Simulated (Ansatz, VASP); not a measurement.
# One calculation of LiRh2, two programs

Contents of INCAR:

```
SYSTEM = LiRh2
ALGO = Normal
EDIFF = 1E-6
EDIFFG = -0.04
ENCUT = 600
GGA = PE
IBRION = 2
ISIF = 3
ISMEAR = 0
LASPH = .True.
LCHARG = .False.
LREAL = .False.
LWAVE = .False.
NELM = 100
NSW = 90
PREC = Accurate
SIGMA = 0.1
```

KPOINTS

```
k-points
0
Gamma
  6 6 4
  0 0 0
```

Contents of POSCAR:

```
LiRh2
1.0
    2.8509099800      0.0000000000      0.0000000000
   -1.4254549900      2.4689604700      0.0000000000
    0.0000000000      0.0000000000      6.8986633500
Li Rh
1 2
Direct
    0.0000000000      0.0000000000      0.5000000000
    0.3333333300      0.6666666700      0.8393184700
    0.6666666700      0.3333333300      0.1606815300
```

Input for Ansatz:

```yaml
crystal:
  lattice:
    - [2.85090998, 0.0, 0.0]
    - [-1.42545499, 2.46896047, 0.0]
    - [0.0, 0.0, 6.89866335]
  atoms:
    - { symbol: Li, position: [0.0, 0.0, 0.5] }
    - { symbol: Rh, position: [0.33333333, 0.66666667, 0.83931847] }
    - { symbol: Rh, position: [0.66666667, 0.33333333, 0.16068153] }
basis:
  ecutwfc: 420
kpoints:
  mp_grid: { grid: [6, 6, 4] }
hamiltonian:
  xc: pbe
scf:
  occupations: { method: gaussian, width: 0.1 }
  lower_state_search: "off"
output:
  forces: true
  stress: true
  eigenvalues: true
relax:
  adjacent_minimum: "off"
  f_tol: 0.04
  max_steps: 70
  cell: { stress_tol: 0.4 }
```

Alike in both runs: task relaxation of cell and atoms; functional PBE; k mesh 6 × 6 × 4; occupations gaussian, width 0.1 eV; no spin polarisation.

```csv
,VASP,Ansatz
version,VASP 6.6.1,Ansatz 0.2.0
potentials or method,"VASP PAW PBE potentials, release 64 (Li_sv, Rh_pv), cutoff 600 eV","scalar-relativistic, plane waves, PAW"
valence electrons in the cell,33,37
```

|  | VASP | Ansatz | Ansatz less VASP |
| --- | --- | --- | --- |
| gap on the k mesh at the Fermi level, each at its own relaxed structure (eV) | none | none | - |
| relaxed volume (Å³/atom) | 13.96 | 13.97 | +0.005 |
| relaxed length of the cell vector where the two differ most in proportion (Å) | 6.636 | 6.643 | +0.0069 |

A gap of «none» marks a metal or a gap that the smearing closes. VASP's potentials hold 33 valence electrons a cell and Ansatz's 37, so a difference there can come from the potentials and not from the codes.

The k mesh is coarse, so the values compare programs but aren't converged. Noted on VASP's run: the cutoff is under 1.25 times that of the potentials, so the pressure is a little rough.
